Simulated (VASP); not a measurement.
Set up this calculation in VASP 6.6.1, as the native input.

- Task: relaxation of cell and atoms
- Functional: PBE
- Potentials or basis: VASP PAW PBE potentials, release 64 (Na_pv)
- Cutoff: 500 eV
- k mesh: 12 × 12 × 12
- Occupations: fermi-dirac, width 0.1 eV
- Spin: no spin polarisation
- Target pressure: 20 GPa
- Dipole correction: no
- Further INCAR settings: ALGO = Normal; EDIFF = 1e-07; IBRION = 2; EDIFFG = -0.005; NSW = 32; ISIF = 3

The structure of Na lies in POSCAR:

```
Na
1.0
    0.0000000000      2.6645322414      2.6645322414
    2.6645322414      0.0000000000      2.6645322414
    2.6645322414      2.6645322414      0.0000000000
Na
2
Direct
   -0.1250000000     -0.1250000000     -0.1250000000
    0.1250000000      0.1250000000      0.1250000000
```

This isn't the form of Na at room conditions, which is bcc.

One way to write it, as run:

INCAR

```
SYSTEM = Na
  PREC = Accurate
  ENCUT = 500
  EDIFF = 1E-7
  ISMEAR = -1
  SIGMA = 0.1
  LREAL = .False.
  LASPH = .True.
  NELM = 120
  ALGO = Normal
  ISIF = 3
  LWAVE = .False.
  LCHARG = .False.
  GGA = PE
  IBRION = 2
  NSW = 32
  EDIFFG = -0.005
  PSTRESS = 200.0
  GGA_COMPAT = .False.
  NELMIN = 4
```

KPOINTS

```
regular mesh
0
Gamma
  12 12 12
  0 0 0
```

Potentials or basis: VASP PAW PBE potentials, release 64 (Na_pv).

The run is started by

```bash
$ cat potpaw_PBE.64/Na_pv/POTCAR > POTCAR
$ mpirun -np 1 vasp_std > vasp.out
```

It gave:

```yaml
Pressure_after_relaxing: 20.0 GPa
Band_gap_on_the_k_mesh: zero (bands 7 and 8 overlap by 1.33 eV)
```

Caveat: the relaxation stopped at its first step, so nothing moved; the cell is relaxed towards a set pressure, so the run minimises the enthalpy, not the energy.

Run time: 30 s on 1 thread of Oxide Virtual Turin-like Processor, on a shared host, peak memory 0.13 GiB.
